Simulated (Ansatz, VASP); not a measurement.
**As3Ru2 in VASP and in Ansatz**

```
As Ru
1.0
     4.68476    0.00000    0.00000
     0.00000    4.68476    0.00000
     0.00000    0.00000    4.68476
As Ru
3 2
Direct
  0.50000 0.00000 0.00000
  0.00000 0.50000 0.00000
  0.00000 0.00000 0.50000
  0.50000 0.50000 0.50000
  0.00000 0.00000 0.00000
```

Alike in both runs: functional PBE; k mesh 8 × 8 × 8; occupations gaussian, width 0.1 eV; collinear spin.

Ansatz relaxed the structure, and its values are those at the end. VASP's run is a single point on that final structure, the one shown.

```csv
,VASP,Ansatz
version,VASP 6.6.1,Ansatz 0.2.0
potentials or method,"VASP PAW PBE potentials, release 64 (As, Ru_pv), cutoff 520 eV","scalar-relativistic, plane waves, PAW"
valence electrons in the cell,43,77
```

Ansatz gave:

```
gap on the k mesh at the Fermi level (eV) : none
pressure (GPa)                            : 0.0
net moment per atom (μB)                  : 0.00
```

Problem. What did VASP give for the same quantities?

Solution. gap on the k mesh at the Fermi level (eV): none; pressure (GPa): 0.1; net moment per atom (μB): 0.00.

A gap of «none» marks a metal or a gap that the smearing closes. VASP's potentials hold 43 valence electrons a cell and Ansatz's 77, so a difference there can come from the potentials and not from the codes. Ansatz's warnings: seeded moment not kept.
